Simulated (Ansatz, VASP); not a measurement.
## Pd: VASP beside Ansatz

INCAR

```
SYSTEM = Pd
  PREC = Accurate
  ENCUT = 600
  EDIFF = 1E-7
  ISMEAR = -1
  SIGMA = 0.05
  LREAL = .False.
  LASPH = .True.
  NELM = 100
  ALGO = Normal
  ISIF = 3
  LWAVE = .False.
  LCHARG = .False.
  GGA = VW
  IBRION = 2
  NSW = 80
  EDIFFG = -0.005
```

Contents of KPOINTS:

```
Automatic mesh
0
Gamma
  12 12 12
  0 0 0
```

File POSCAR:

```
Pd
1.0
    0.0000000000      2.0393277152      2.0393277152
    2.0393277152      0.0000000000      2.0393277152
    2.0393277152      2.0393277152      0.0000000000
Pd
1
Direct
    0.0000000000      0.0000000000      0.0000000000
```

The input input.yaml:

```yaml
crystal:
  lattice:
    - [0.0, 2.0393277152, 2.0393277152]
    - [2.0393277152, 0.0, 2.0393277152]
    - [2.0393277152, 2.0393277152, 0.0]
  atoms:
    - { symbol: Pd, position: [0.0, 0.0, 0.0] }
kpoints:
  mp_grid: { grid: [12, 12, 12] }
scf:
  occupations: { method: fermi_dirac, width: 0.05 }
hamiltonian:
  xc: { exchange: slater, correlation: vwn5 }
  pseudopotentials: { kind: all_electron, lapw: { basis_error: 0.002 } }
output:
  forces: true
  stress: true
relax:
  f_tol: 0.005
  max_steps: 60
  cell: {}
```

Change from the starting cell: volume scaled by 1.15.

Alike in both runs: task relaxation of cell and atoms; functional SVWN5; k mesh 12 × 12 × 12; occupations fermi-dirac, width 0.05 eV; no spin polarisation.

|  | VASP | Ansatz |
| --- | --- | --- |
| version | VASP 6.6.1 | Ansatz 0.2.0 |
| potentials or method | VASP PAW PBE potentials, release 64 (Pd), cutoff 600 eV | all-electron LAPW, scalar-relativistic |

VASP gave:

```
relaxed volume (Å³/atom)                                     : 14.10
relaxed cell length with the largest relative difference (Å) : 2.711
```

Q: Which values does Ansatz return?

A: Relaxed volume (Å³/atom): 14.12; relaxed cell length with the largest relative difference (Å): 2.713.

VASP's potentials were made for PBE, not for SVWN5. Ansatz ran all-electron here, and VASP with PAW potentials.

Noted on VASP's run: the volume moved by over 15 % at a fixed basis, so the end points are rough.
